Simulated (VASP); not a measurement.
# Ta2N (P-31m) in VASP: further runs

Runs on Ta2N. Level: LDA. Tasks: single point.

Program: VASP 6.6.1. These are calculated values, not measurements. Logs are shortened: lines on timing, memory, paths and dates and some standing lists are left out, and cuts for length are marked.

## 1. The cell of the first run

Symmetry: P-31m, No. 162, trigonal system. The conventional cell has a = 5.297 Å, b = 5.297 Å, c = 4.939 Å, α = 90.00°, β = 90.00°, γ = 120.00°. Ta (site symmetry m) has 3 N at 2.15 to 2.16 Å within 2.8 Å. Within 2.9 Å of N (site symmetry 32) lie 6 Ta at 2.16 Å. Within 2.8 Å of N (site symmetry -3m) lie 6 Ta at 2.15 Å.

## 2. Single point, LDA

Input file INCAR:

```
SYSTEM = Ta2N
PREC = Accurate ; ENCUT = 700
EDIFF = 1E-6 ; ISMEAR = 0
SIGMA = 0.1 ; LREAL = .FALSE.
LASPH = .TRUE. ; NELM = 120
ALGO = Normal ; ISIF = 2
LWAVE = .FALSE. ; LCHARG = .FALSE.
NBANDS = 56 ; GGA_COMPAT = .FALSE.
```

Input file KPOINTS:

```
regular mesh
0
G
  6 6 4
  0 0 0
```

Input file POSCAR:

```
Ta2N
1.0
    5.2965720500      0.0000000000      0.0000000000
   -2.6482860300      4.5869659500      0.0000000000
    0.0000000000      0.0000000000      4.9391825700
Ta N
6 3
Direct
    0.6663616800      0.6663616800      0.7536182600
    0.0000000000      0.3336383200      0.7536182600
    0.3336383200      0.0000000000      0.7536182600
    0.3336383200      0.3336383200      0.2463817400
    0.0000000000      0.6663616800      0.2463817400
    0.6663616800      0.0000000000      0.2463817400
    0.6666666700      0.3333333300      0.5000000000
    0.3333333300      0.6666666700      0.5000000000
    0.0000000000      0.0000000000      0.0000000000
```

Potentials or basis: VASP PAW LDA potentials, release 64 (Ta_sv_GW, N).

Command:

```console
cat potpaw_LDA.64/Ta_sv_GW/POTCAR potpaw_LDA.64/N/POTCAR > POTCAR
mpirun -np 1 vasp_std > vasp.out
```

OUTCAR:

```text
SYSTEM = Ta2N
   PREC = Accurate
   ENCUT = 700
   EDIFF = 1E-6
   ISMEAR = 0
   LREAL = .FALSE.
   LASPH = .TRUE.
   NELM = 120
   ISIF = 2

 ion  position               nearest neighbor table
   1  0.666  0.666  0.754-   9 2.15   8 2.16   7 2.16   4 3.00   5 3.01   6 3.01   2 3.06   3 3.06
                             2 3.06   3 3.06   3 3.06   2 3.06   4 3.06   5 3.07   6 3.07
   2  0.000  0.334  0.754-   9 2.15   7 2.16   8 2.16   5 3.00   6 3.01   4 3.01   3 3.06   1 3.06
                             3 3.06   1 3.06   1 3.06   3 3.06   5 3.06   6 3.07   4 3.07
   3  0.334  0.000  0.754-   9 2.15   8 2.16   7 2.16   6 3.00   5 3.01   4 3.01   2 3.06   2 3.06
                             1 3.06   1 3.06   1 3.06   2 3.06   6 3.06   5 3.07   4 3.07
   4  0.334  0.334  0.246-   9 2.15   7 2.16   8 2.16   1 3.00   2 3.01   3 3.01   5 3.06   6 3.06
                             5 3.06   6 3.06   6 3.06   5 3.06   1 3.06   2 3.07   3 3.07
   5  0.000  0.666  0.246-   9 2.15   8 2.16   7 2.16   2 3.00   3 3.01   1 3.01   6 3.06   4 3.06
                             6 3.06   4 3.06   4 3.06   6 3.06   2 3.06   3 3.07   1 3.07
   6  0.666  0.000  0.246-   9 2.15   7 2.16   8 2.16   3 3.00   2 3.01   1 3.01   5 3.06   5 3.06
                             4 3.06   4 3.06   4 3.06   5 3.06   3 3.06   2 3.07   1 3.07
   7  0.667  0.333  0.500-   2 2.16   6 2.16   5 2.16   3 2.16   4 2.16   1 2.16
   8  0.333  0.667  0.500-   5 2.16   3 2.16   2 2.16   6 2.16   1 2.16   4 2.16
   9  0.000  0.000  0.000-   1 2.15   4 2.15   3 2.15   6 2.15   5 2.15   2 2.15

  LATTYP: Found a hexagonal cell.
 ALAT       =     5.2965720500
 C/A-ratio  =     0.9325243806

  Lattice vectors:

 A1 = (   5.2965720500,   0.0000000000,   0.0000000000)
 A2 = (  -2.6482860300,   4.5869659500,   0.0000000000)
 A3 = (   0.0000000000,   0.0000000000,   4.9391825700)

Analysis of symmetry for initial positions (statically):
=====================================================================
 Subroutine PRICEL returns:
 Original cell was already a primitive cell.

 Routine SETGRP: Setting up the symmetry group for a
 hexagonal supercell.

 Subroutine GETGRP returns: Found 12 space group operations
 (whereof 12 operations were pure point group operations)
 out of a pool of 24 trial point group operations.

The static configuration has the point symmetry D_3d.

Analysis of symmetry for dynamics (positions and initial velocities):
=====================================================================
 Subroutine PRICEL returns:
 Original cell was already a primitive cell.

 Routine SETGRP: Setting up the symmetry group for a
 hexagonal supercell.

 Subroutine GETGRP returns: Found 12 space group operations
 (whereof 12 operations were pure point group operations)
 out of a pool of 24 trial point group operations.

The dynamic configuration has the point symmetry D_3d.

 Subroutine INISYM returns: Found 12 space group operations
 (whereof 12 operations are pure point group operations),
 and found     1 'primitive' translations

----------------------------------------------------------------------------------------

                                     Primitive cell

  volume of cell :     119.9984

  direct lattice vectors                    reciprocal lattice vectors
     5.296572050  0.000000000  0.000000000     0.188801359  0.109004515  0.000000000
    -2.648286030  4.586965950  0.000000000     0.000000000  0.218009031  0.000000000
     0.000000000  0.000000000  4.939182570     0.000000000  0.000000000  0.202462652

  length of vectors
     5.296572050  5.296572054  4.939182570     0.218009031  0.218009031  0.202462652

  position of ions in fractional coordinates (direct lattice)
     0.666361680  0.666361680  0.753618260
     0.000000000  0.333638320  0.753618260
     0.333638320  0.000000000  0.753618260
     0.333638320  0.333638320  0.246381740
     0.000000000  0.666361680  0.246381740
     0.666361680  0.000000000  0.246381740
     0.666666670  0.333333330  0.500000000
     0.333333330  0.666666670  0.500000000
     0.000000000  0.000000000  0.000000000

  ion indices of the primitive-cell ions
   primitive index   ion index
                 1           1
                 2           2
                 3           3
                 4           4
                 5           5
                 6           6
                 7           7
                 8           8
                 9           9

----------------------------------------------------------------------------------------

 KPOINTS: regular mesh

Automatic generation of k-mesh.
 Grid dimensions read from file:
 generate k-points for:    6    6    4

 Generating k-lattice:

  Cartesian coordinates                     Fractional coordinates (reciprocal lattice)
     0.031466893  0.018167419  0.000000000     0.166666667  0.000000000  0.000000000
     0.000000000  0.036334838  0.000000000     0.000000000  0.166666667  0.000000000
     0.000000000  0.000000000  0.050615663     0.000000000  0.000000000  0.250000000

  Length of vectors
     0.036334838  0.036334838  0.050615663

  Shift w.r.t. Gamma in fractional coordinates (k-lattice)
     0.000000000  0.000000000  0.000000000

 Subroutine IBZKPT returns following result:
 ===========================================

 Found     24 irreducible k-points:

 Following reciprocal coordinates:
            Coordinates               Weight
  0.000000  0.000000  0.000000      1.000000
  0.166667  0.000000  0.000000      6.000000
  0.333333  0.000000  0.000000      6.000000
  0.500000  0.000000  0.000000      3.000000
  0.166667  0.166667  0.000000      6.000000
  0.333333  0.166667  0.000000     12.000000
[... 16 lines left out ...]
  0.333333  0.166667  0.500000     12.000000
  0.333333  0.333333  0.500000      2.000000
   k-points           NKPTS =     24   k-points in BZ     NKDIM =     24   number of bands    NBANDS=     56
   number of dos      NEDOS =    301   number of ions     NIONS =      9
   total plane-waves  NPLWV = 110592
   dimension x,y,z NGX =    48 NGY =   48 NGZ =   48
   dimension x,y,z NGXF=    96 NGYF=   96 NGZF=   96
   ions per type =               6   3
   NGX,Y,Z   is equivalent  to a cutoff of  15.07, 15.07, 16.16 a.u.
   NGXF,Y,Z  is equivalent  to a cutoff of  30.13, 30.13, 32.31 a.u.
 SYSTEM =  Ta2N
   PREC   = accura    normal or accurate (medium, high low for compatibility)
   ISTART =      0    job   : 0-new  1-cont  2-samecut
   ICHARG =      2    charge: 1-file 2-atom 10-const
   ISPIN  =      1    spin polarized calculation?
   LNONCOLLINEAR =      F non collinear calculations
   LSORBIT =      F    spin-orbit coupling
   LASPH  =      T    aspherical Exc in radial PAW
   ENCUT  =  700.0 eV  51.45 Ry    7.17 a.u.  11.43 11.43 10.66*2*pi/ulx,y,z
   NELM   =    120;   NELMIN=  2; NELMDL= -5     # of ELM steps
   EDIFF  = 0.1E-05   stopping-criterion for ELM
   LREAL  =      F    real-space projection
   EDIFFG = 0.1E-04   stopping-criterion for IOM
   NSW    =      0    number of steps for IOM
   IBRION =     -1    ionic relax: 0-MD 1-quasi-New 2-CG
   NFREE  =      0    steps in history (QN), initial steepest desc. (CG)
   ISIF   =      2    stress and relaxation
   ISYM   =      2    0-nonsym 1-usesym 2-fastsym
   POTIM  = 0.5000    time-step for ionic-motion
   TEBEG  =    0.0;   TEEND  =   0.0 temperature during run
   PSTRESS=    0.0 pullay stress
   NELECT =      93.0000    total number of electrons
   NUPDOWN=      -1.0000    fix difference up-down
   EMIN   =  10.00;   EMAX   =-10.00  energy-range for DOS
   EFERMI =   0.00;   METHOD = LEGACY
   ISMEAR =     0;   SIGMA  =   0.10  broadening in eV -4-tet -1-fermi 0-gaus
   EFERMI_NEDOS =   21; number of points for ismear=-14 and -15
   IALGO  =     38    algorithm
   IMIX   =      4    mixing-type and parameters
     AMIX     =   0.40;   BMIX     =  1.00
     AMIX_MAG =   1.60;   BMIX_MAG =  1.00
  volume/ion in A,a.u.               =      13.33        89.98
  Fermi-wavevector in a.u.,A,eV,Ry     =   1.503756  2.841686 30.766603  2.261282
  Thomas-Fermi vector in A             =   2.614825
   LORBIT       =      0    0 simple, 1 ext, 2 COOP (PROOUT), +10 PAW based schemes
   GGA     = CA    functional components
   LHFCALC =     F    Hartree Fock is set to
   AEXX    =    0.0000 exact exchange contribution
   IVDW    =     0    specifies the selected vdW correction
   LEPSILON=     F    determine dielectric tensor
   LRPA    =     F    only Hartree local field effects (RPA)
 non-spin polarized calculation
 Gauss-broadening in eV      SIGMA  =   0.10
  energy-cutoff  :      700.00
  volume of cell :      120.00
 maximum number of plane-waves:      5091
 NGX is ok and might be reduce to    48
   NGX = 23   NGY = 23   NGZ = 21

 number of electron      93.0000001 magnetization

 Free energy of the ion-electron system (eV)
  ---------------------------------------------------
  ext. energy  EPLUGINS =         0.00000000
  ---------------------------------------------------
  free energy    TOTEN  =      -129.01854597 eV

  energy without entropy =     -129.00664744  energy(sigma->0) =     -129.01259670

 E-fermi :  11.6500     XC(G=0): -13.5781

 val. band max:       11.6380647789   @ k =   0.1667   0.1667   0.0000
 cond. band min:      11.6532039646   @ k =   0.1667   0.0000   0.5000
 fundamental gap:      0.0151391857
 Fermi energy:        11.6500477300

 k-point     1 :       0.0000    0.0000    0.0000
  band No.  band energies     occupation
      1     -56.3918      2.00000
      2     -56.3151      2.00000
      3     -56.3013      2.00000
      4     -56.3013      2.00000
      5     -56.3013      2.00000
      6     -56.3013      2.00000
[... 48 lines left out ...]
     55      14.6835      0.00000
     56      15.2068      0.00000

 k-point     2 :       0.1667    0.0000    0.0000
  band No.  band energies     occupation
      1     -56.3862      2.00000
      2     -56.3125      2.00000
      3     -56.3122      2.00000
      4     -56.3097      2.00000
      5     -56.2962      2.00000
      6     -56.2956      2.00000
[... 48 lines left out ...]
     55      14.4421      0.00000
     56      14.9452      0.00000

 k-point     3 :       0.3333    0.0000    0.0000
  band No.  band energies     occupation
      1     -56.3709      2.00000
      2     -56.3291      2.00000
      3     -56.3169      2.00000
      4     -56.3061      2.00000
      5     -56.2947      2.00000
      6     -56.2947      2.00000
[... 1172 lines left out ...]
 k-point    23 :       0.3333    0.1667    0.5000
  band No.  band energies     occupation
      1     -56.3324      2.00000
      2     -56.3270      2.00000
      3     -56.3188      2.00000
      4     -56.3149      2.00000
      5     -56.3112      2.00000
      6     -56.3083      2.00000
[... 48 lines left out ...]
     55      14.6836      0.00000
     56      15.0464      0.00000

 k-point    24 :       0.3333    0.3333    0.5000
  band No.  band energies     occupation
      1     -56.3216      2.00000
      2     -56.3207      2.00000
      3     -56.3207      2.00000
      4     -56.3170      2.00000
      5     -56.3170      2.00000
      6     -56.3157      2.00000
[... 48 lines left out ...]
     55      14.5808      0.00000
     56      14.5808      0.00000

------------------------ aborting loop because EDIFF is reached ----------------------------------------

  FORCE on cell =-STRESS in cart. coord.  units (eV):
  Direction    XX          YY          ZZ          XY          YZ          ZX
  --------------------------------------------------------------------------------------
  -------------------------------------------------------------------------------------
  Total       -7.6292916     -7.6292916     -7.8960718      0.0000000      0.0000000      0.0000000
  in kB     -101.8636688   -101.8636688   -105.4256268      0.0000001      0.0000000      0.0000000
  external PRESSURE =    -103.0509881 kB  Pullay stress =       0.0000000 kB

 VOLUME and BASIS-vectors are now :
 -----------------------------------------------------------------------------
  energy-cutoff  :      700.00
  volume of cell :      120.00
      direct lattice vectors                 reciprocal lattice vectors
     5.296572050  0.000000000  0.000000000     0.188801359  0.109004515  0.000000000
    -2.648286030  4.586965950  0.000000000     0.000000000  0.218009031  0.000000000
     0.000000000  0.000000000  4.939182570     0.000000000  0.000000000  0.202462652

 POSITION                                       TOTAL-FORCE (eV/Angst)
 -----------------------------------------------------------------------------------
      1.76472      3.05658      3.72226         0.019659      0.034050     -0.142541
     -0.88357      1.53039      3.72226         0.019659     -0.034050     -0.142541
      1.76714      0.00000      3.72226        -0.039318      0.000000     -0.142541
      0.88357      1.53039      1.21692        -0.019659     -0.034050      0.142541
     -1.76472      3.05658      1.21692        -0.019659      0.034050      0.142541
      3.52943      0.00000      1.21692         0.039318      0.000000      0.142541
      2.64829      1.52899      2.46959         0.000000      0.000000     -0.000000
     -0.00000      3.05798      2.46959         0.000000      0.000000     -0.000000
      0.00000      0.00000      0.00000         0.000000      0.000000     -0.000000
 -----------------------------------------------------------------------------------
    total drift:                               -0.000000      0.000000     -0.000000

  FREE ENERGIE OF THE ION-ELECTRON SYSTEM (eV)
  ---------------------------------------------------
  free  energy   TOTEN  =      -129.0185459724 eV

  energy  without entropy=     -129.0066474368  energy(sigma->0) =     -129.01259670
```

Run time: 12 min. Hardware: 1 thread of Intel Xeon Platinum 8259CL at 2.50GHz (Skylake/Cascade Lake), shared host; peak memory 0.37 GiB.

Results:

* Free energy: -129.0185 eV
* Pressure: -10.3 GPa
* Largest force: 0.148 eV/Å
* Band gap on the k mesh: zero (an odd number of electrons rules out a gap without spin polarisation)

Forces in eV/Å, atoms in the order of the input:
```
Ta   0.020  0.034 -0.143
Ta   0.020 -0.034 -0.143
Ta  -0.039  0.000 -0.143
Ta  -0.020 -0.034  0.143
Ta  -0.020  0.034  0.143
Ta   0.039  0.000  0.143
N    0.000  0.000  0.000
N    0.000  0.000  0.000
N    0.000  0.000  0.000
```

Levels at points of the mesh, in eV from the Fermi level:
```tsv
k point	band 43	band 44	band 45	band 46	band 47	band 48	band 49	band 50	band 51	band 52
(0.00, 0.00, 0.00)	-1.49	-0.79	-0.45	-0.45	-0.32	-0.10	-0.10	0.70	0.70	1.77
(0.50, 0.00, 0.00)	-2.02	-1.91	-1.32	0.42	0.61	0.96	1.00	1.82	2.26	2.39
(0.00, 0.00, 0.50)	-1.65	-1.65	-1.33	-1.33	-0.90	0.67	0.67	0.87	2.05	2.05
(0.50, 0.00, 0.50)	-2.07	-1.21	-1.16	-0.71	-0.02	0.17	0.21	0.67	1.00	2.66
```

Caveat: the cell stands under tension; spin-orbit coupling is left out, which moves the levels of the heavy elements.

## 3. Single point, LDA

This run uses another cell than the first one, of 12.85 Å³/atom.

Input file INCAR:

```
ALGO = Normal
EDIFF = 1E-6
ENCUT = 700
GGA = CA
GGA_COMPAT = False
ISIF = 2
ISMEAR = 0
LASPH = True
LCHARG = False
LREAL = False
LWAVE = False
NBANDS = 56
NELM = 120
PREC = Accurate
SIGMA = 0.1
```

Input file KPOINTS:

```
k-points
0
Gamma
  6 6 4
```

Input file POSCAR:

```
Ta2N
1.0
    5.2324061818      0.0000000029      0.0000000000
   -2.6162030934      4.5313966750      0.0000000000
    0.0000000000      0.0000000000      4.8768005230
Ta N
6 3
Direct
    0.6667523936      0.6667523936      0.7528099516
    0.0000000000      0.3332476064      0.7528099516
    0.3332476064      0.0000000000      0.7528099516
    0.3332476064      0.3332476064      0.2471900484
    0.0000000000      0.6667523936      0.2471900484
    0.6667523936      0.0000000000      0.2471900484
    0.6666666667      0.3333333333      0.5000000000
    0.3333333333      0.6666666667      0.5000000000
    0.0000000000      0.0000000000      0.0000000000
```

Potentials or basis: VASP PAW LDA potentials, release 64 (Ta_sv_GW, N).

Command:

```console
cat potpaw_LDA.64/Ta_sv_GW/POTCAR potpaw_LDA.64/N/POTCAR > POTCAR
mpirun -np 1 vasp_std > vasp.out
```

It took 3.5 min on 1 thread of Intel Xeon 6975P-C (Granite Rapids), shared host; peak memory 0.35 GiB.

It converged, with:

```
Free energy            : -129.1467 eV
Pressure               : 0.8 GPa
Largest force          : 0.024 eV/Å
Band gap on the k mesh : zero (an odd number of electrons rules out a gap without spin polarisation)
```

Forces on the atoms (eV/Å):
```
Ta   0.007  0.012  0.020
Ta   0.007 -0.012  0.020
Ta  -0.014  0.000  0.020
Ta  -0.007 -0.012 -0.020
Ta  -0.007  0.012 -0.020
Ta   0.014  0.000 -0.020
N    0.000  0.000  0.000
N    0.000  0.000  0.000
N    0.000  0.000  0.000
```

Levels at points of the mesh, in eV from the Fermi level:
```
           k point  band 45  band 46  band 47  band 48  band 49  band 50
(0.00, 0.00, 0.00)    -0.45    -0.45    -0.33    -0.11    -0.11     0.73
(0.50, 0.00, 0.00)    -1.33     0.44     0.63     1.00     1.05     1.92
(0.00, 0.00, 0.50)    -1.37    -1.37    -0.95     0.67     0.67     0.88
(0.50, 0.00, 0.50)    -1.22    -0.72     0.02     0.18     0.24     0.73
```

Caveat: spin-orbit coupling is left out, which moves the levels of the heavy elements.

The gap in the log of VASP goes by the Fermi energy; the results here count the filled bands.